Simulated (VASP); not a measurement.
# Al2Cu (scanv) (P4/mmm) in VASP: single point with r2SCAN+rVV10

Aim: the single point of Al2Cu (scanv) with r2SCAN+rVV10.

All numbers are computed with VASP 6.6.1; they aren't measurements. Logs are shortened: lines on timing, memory, paths and dates and some standing lists are left out, and cuts for length are marked.

### 1 The cell of the first run

The structure is tetragonal, space group P4/mmm (No. 123). Conventional cell: a = 4.105 Å, b = 4.105 Å, c = 2.891 Å, α = 90.00°, β = 90.00°, γ = 90.00°. Within 3.3 Å of Al (site symmetry mmm) lie 4 Cu at 2.51 Å and 6 Al at 2.89 to 2.90 Å. Cu (site symmetry 4/mmm) has 8 Al at 2.51 Å and 2 Cu at 2.89 Å within 3.3 Å.

### 2 Single point, r2SCAN+rVV10

File POSCAR:

```
Al2Cu
1.0
    4.1051820000      0.0000000000      0.0000000000
    0.0000000000      4.1051820000      0.0000000000
    0.0000000000      0.0000000000      2.8913130000
Al Cu
2 1
Direct
    0.5000000000      0.0000000000      0.5000000000
    0.0000000000      0.5000000000      0.5000000000
    0.0000000000      0.0000000000      0.0000000000
```

File INCAR.step1:

```
  PREC = Accurate
  ENCUT = 520
  ISMEAR = 0
  SIGMA = 0.1
  LREAL = F
  LASPH = T
  NELM = 60
  NBANDS = 16
  GGA = PE
  ALGO = Normal
  EDIFF = 1E-4
  LWAVE = T
  LCHARG = F
```

File INCAR.step2:

```
  PREC = Accurate
  ENCUT = 520
  EDIFF = 1E-6
  ISMEAR = 0
  SIGMA = 0.1
  LREAL = F
  LASPH = T
  NELM = 60
  ALGO = Normal
  ISIF = 2
  LWAVE = F
  LCHARG = T
  METAGGA = R2SCAN
  LMIXTAU = T
  LUSE_VDW = T
  IVDW_NL = 2
  BPARAM = 11.95
  CPARAM = 0.0093
  LELF = T
  LVHAR = T
  NBANDS = 16
  ISTART = 1
```

File KPOINTS:

```
Automatic mesh
0
Gamma
  4 4 6
```

Potentials or basis: VASP PAW PBE potentials, release 64 (Al, Cu).

Launch:

```sh
$ cat potpaw_PBE.64/Al/POTCAR potpaw_PBE.64/Cu/POTCAR > POTCAR
$ cp INCAR.step1 INCAR
$ mpirun -np 1 vasp_std > vasp.out
$ cp INCAR.step2 INCAR
$ mpirun -np 1 vasp_std > vasp.out
```

OUTCAR:

```text
PREC = Accurate
   ENCUT = 520
   EDIFF = 1E-6
   ISMEAR = 0
   LREAL = F
   LASPH = T
   NELM = 60
   ISIF = 2
   METAGGA = R2SCAN
   IVDW_NL = 2
   BPARAM = 11.95
   ISTART = 1

 ion  position               nearest neighbor table
   1  0.500  0.000  0.500-   3 2.51   3 2.51   3 2.51   3 2.51   2 2.90   2 2.90   2 2.90   2 2.90

   2  0.000  0.500  0.500-   3 2.51   3 2.51   3 2.51   3 2.51   1 2.90   1 2.90   1 2.90   1 2.90

   3  0.000  0.000  0.000-   1 2.51   2 2.51   1 2.51   2 2.51   2 2.51   2 2.51   1 2.51   1 2.51

  LATTYP: Found a simple tetragonal cell.
 ALAT       =     4.1051820000
 C/A-ratio  =     0.7043081159

  Lattice vectors:

 A1 = (   4.1051820000,   0.0000000000,   0.0000000000)
 A2 = (   0.0000000000,   4.1051820000,   0.0000000000)
 A3 = (   0.0000000000,   0.0000000000,   2.8913130000)

Analysis of symmetry for initial positions (statically):
=====================================================================
 Subroutine PRICEL returns:
 Original cell was already a primitive cell.

 Routine SETGRP: Setting up the symmetry group for a
 simple tetragonal supercell.

 Subroutine GETGRP returns: Found 16 space group operations
 (whereof 16 operations were pure point group operations)
 out of a pool of 16 trial point group operations.

The static configuration has the point symmetry D_4h.

Analysis of symmetry for dynamics (positions and initial velocities):
=====================================================================
 Subroutine PRICEL returns:
 Original cell was already a primitive cell.

 Routine SETGRP: Setting up the symmetry group for a
 simple tetragonal supercell.

 Subroutine GETGRP returns: Found 16 space group operations
 (whereof 16 operations were pure point group operations)
 out of a pool of 16 trial point group operations.

The dynamic configuration has the point symmetry D_4h.

 Subroutine INISYM returns: Found 16 space group operations
 (whereof 16 operations are pure point group operations),
 and found     1 'primitive' translations

----------------------------------------------------------------------------------------

                                     Primitive cell

  volume of cell :      48.7259

  direct lattice vectors                    reciprocal lattice vectors
[... 86 lines left out ...]
   ENCUT  =  520.0 eV  38.22 Ry    6.18 a.u.   7.63  7.63  5.38*2*pi/ulx,y,z
   NELM   =     60;   NELMIN=  2; NELMDL=  0     # of ELM steps
   EDIFF  = 0.1E-05   stopping-criterion for ELM
   LREAL  =      F    real-space projection
   EDIFFG = 0.1E-04   stopping-criterion for IOM
   NSW    =      0    number of steps for IOM
   IBRION =     -1    ionic relax: 0-MD 1-quasi-New 2-CG
   NFREE  =      0    steps in history (QN), initial steepest desc. (CG)
   ISIF   =      2    stress and relaxation
   ISYM   =      2    0-nonsym 1-usesym 2-fastsym
   POTIM  = 0.5000    time-step for ionic-motion
   TEBEG  =    0.0;   TEEND  =   0.0 temperature during run
   PSTRESS=    0.0 pullay stress
   NELECT =      17.0000    total number of electrons
   NUPDOWN=      -1.0000    fix difference up-down
   EMIN   =  10.00;   EMAX   =-10.00  energy-range for DOS
   EFERMI =   0.00;   METHOD = LEGACY
   ISMEAR =     0;   SIGMA  =   0.10  broadening in eV -4-tet -1-fermi 0-gaus
   EFERMI_NEDOS =   21; number of points for ismear=-14 and -15
   IALGO  =     38    algorithm
   IMIX   =      4    mixing-type and parameters
     AMIX     =   0.40;   BMIX     =  1.00
     AMIX_MAG =   1.60;   BMIX_MAG =  1.00
  volume/ion in A,a.u.               =      16.24       109.61
  Fermi-wavevector in a.u.,A,eV,Ry     =   1.152492  2.177894 18.071765  1.328237
  Thomas-Fermi vector in A             =   2.289142
   LORBIT       =      0    0 simple, 1 ext, 2 COOP (PROOUT), +10 PAW based schemes
   METAGGA = R2SCAN    functional components
   LHFCALC =     F    Hartree Fock is set to
   AEXX    =    0.0000 exact exchange contribution
   IVDW_NL    =     2    kernel type
   BPARAM     =11.9500
   IVDW    =     0    specifies the selected vdW correction
   LEPSILON=     F    determine dielectric tensor
   LRPA    =     F    only Hartree local field effects (RPA)
 non-spin polarized calculation
 Gauss-broadening in eV      SIGMA  =   0.10
  energy-cutoff  :      520.00
  volume of cell :       48.73
 maximum number of plane-waves:      1339
 NGX is ok and might be reduce to    32
   NGX = 15   NGY = 15   NGZ = 11

 number of electron      16.9999979 magnetization

 Free energy of the ion-electron system (eV)
  ---------------------------------------------------
  ext. energy  EPLUGINS =         0.00000000
  ---------------------------------------------------
  free energy    TOTEN  =       -23.91787954 eV

  energy without entropy =      -23.91471841  energy(sigma->0) =      -23.91629898

 E-fermi :   7.1265     XC(G=0): -11.1306

 val. band max:        6.7873303737   @ k =   0.2500   0.0000   0.5000
 cond. band min:       7.1273458000   @ k =   0.0000   0.0000   0.0000
 fundamental gap:      0.3400154263
 Fermi energy:         7.1265093031

 k-point     1 :       0.0000    0.0000    0.0000
  band No.  band energies     occupation
      1      -4.0172      2.00000
      2       1.4819      2.00000
      3       1.9973      2.00000
      4       2.6403      2.00000
      5       2.8830      2.00000
      6       2.8830      2.00000
[... 433 lines left out ...]
      3       2.5801      2.00000
      4       2.6789      2.00000
      5       2.9951      2.00000
      6       3.3693      2.00000
[... 8 lines left out ...]
     15      21.1893      0.00000
     16      21.9472      0.00000

------------------------ aborting loop because EDIFF is reached ----------------------------------------

  FORCE on cell =-STRESS in cart. coord.  units (eV):
  Direction    XX          YY          ZZ          XY          YZ          ZX
  --------------------------------------------------------------------------------------
  -------------------------------------------------------------------------------------
  Total       -1.1743640     -1.1743640     -0.2364716      0.0000000      0.0000000      0.0000000
  in kB      -38.6147637    -38.6147637     -7.7755250      0.0000000      0.0000000      0.0000000
  external PRESSURE =     -28.3350174 kB  Pullay stress =       0.0000000 kB

 VOLUME and BASIS-vectors are now :
 -----------------------------------------------------------------------------
  energy-cutoff  :      520.00
  volume of cell :       48.73
      direct lattice vectors                 reciprocal lattice vectors
     4.105182000  0.000000000  0.000000000     0.243594559  0.000000000  0.000000000
     0.000000000  4.105182000  0.000000000     0.000000000  0.243594559  0.000000000
     0.000000000  0.000000000  2.891313000     0.000000000  0.000000000  0.345863627

 POSITION                                       TOTAL-FORCE (eV/Angst)
 -----------------------------------------------------------------------------------
      2.05259      0.00000      1.44566         0.000000      0.000000      0.000000
      0.00000      2.05259      1.44566         0.000000      0.000000      0.000000
      0.00000      0.00000      0.00000         0.000000      0.000000      0.000000
 -----------------------------------------------------------------------------------
    total drift:                                0.000000     -0.000000      0.000000

  FREE ENERGIE OF THE ION-ELECTRON SYSTEM (eV)
  ---------------------------------------------------
  free  energy   TOTEN  =       -23.9178795421 eV

  energy  without entropy=      -23.9147184086  energy(sigma->0) =      -23.91629898
```

OUTCAR.step1:

```text
PREC = Accurate
   ENCUT = 520
   ISMEAR = 0
   LREAL = F
[... 682 lines left out ...]
      2.05259      0.00000      1.44566         0.000000      0.000000      0.000000
      0.00000      2.05259      1.44566         0.000000      0.000000      0.000000
      0.00000      0.00000      0.00000         0.000000      0.000000      0.000000
 -----------------------------------------------------------------------------------
    total drift:                               -0.000000     -0.000000      0.000000

  FREE ENERGIE OF THE ION-ELECTRON SYSTEM (eV)
  ---------------------------------------------------
  free  energy   TOTEN  =       -11.2675019352 eV

  energy  without entropy=      -11.2658400467  energy(sigma->0) =      -11.26667099
```

OSZICAR.step1:

```text
N       E                     dE             d eps       ncg     rms          rms(c)
DAV:   1     0.640663713596E+02    0.64066E+02   -0.69436E+03   776   0.111E+03
DAV:   2    -0.104889087441E+02   -0.74555E+02   -0.65497E+02   800   0.200E+02
DAV:   3    -0.133402073812E+02   -0.28513E+01   -0.27710E+01  1032   0.448E+01
DAV:   4    -0.134096149374E+02   -0.69408E-01   -0.69384E-01   968   0.579E+00
DAV:   5    -0.134122552415E+02   -0.26403E-02   -0.26402E-02  1200   0.119E+00    0.137E+01
DAV:   6    -0.151375466801E+02   -0.17253E+01   -0.33275E+01   888   0.196E+02    0.113E+01
DAV:   7    -0.113869422968E+02    0.37506E+01   -0.96649E+00   952   0.798E+01    0.207E+00
DAV:   8    -0.113361295219E+02    0.50813E-01   -0.12603E+00  1120   0.314E+01    0.223E+00
DAV:   9    -0.112666704674E+02    0.69459E-01   -0.25175E-01   992   0.157E+01    0.223E-01
DAV:  10    -0.112678337577E+02   -0.11633E-02   -0.12617E-02  1240   0.225E+00    0.187E-01
DAV:  11    -0.112675593128E+02    0.27444E-03   -0.19229E-03  1048   0.146E+00    0.672E-02
DAV:  12    -0.112675019352E+02    0.57378E-04   -0.27306E-04   784   0.512E-01
   1 F= -.11267502E+02 E0= -.11266671E+02  d E =-.166189E-02
```

It took 80 s on 1 thread of Intel Xeon Platinum 8259CL at 2.50GHz (Skylake/Cascade Lake), shared host; peak memory 0.28 GiB.

What came out:

```
Free energy : -23.9179 eV
Pressure    : -2.8 GPa
```

Stress tensor (GPa, compression positive):
```
-3.86  0.00  0.00
 0.00 -3.86  0.00
 0.00  0.00 -0.78
```

Levels at points of the mesh, in eV from the Fermi level:
```tsv
k point	band 6	band 7	band 8	band 9	band 10	band 11
(0.00, 0.00, 0.00)	-4.24	-2.61	-2.61	0.00	0.99	6.33
(0.50, 0.00, 0.00)	-4.28	-4.24	-1.22	1.58	1.90	2.09
(0.50, 0.50, 0.00)	-4.42	-4.27	-4.27	-2.60	8.90	8.90
(0.00, 0.00, 0.50)	-4.30	-3.20	2.58	2.60	2.60	2.79
(0.50, 0.00, 0.50)	-4.34	-3.30	-2.66	-1.82	3.84	4.10
(0.50, 0.50, 0.50)	-3.76	-2.49	-2.49	-1.06	-0.93	0.01
```

Caveat: the k points lie up to 0.38 Å⁻¹ apart; the PAW data sets were made with another functional, which shifts forces and pressure a little.
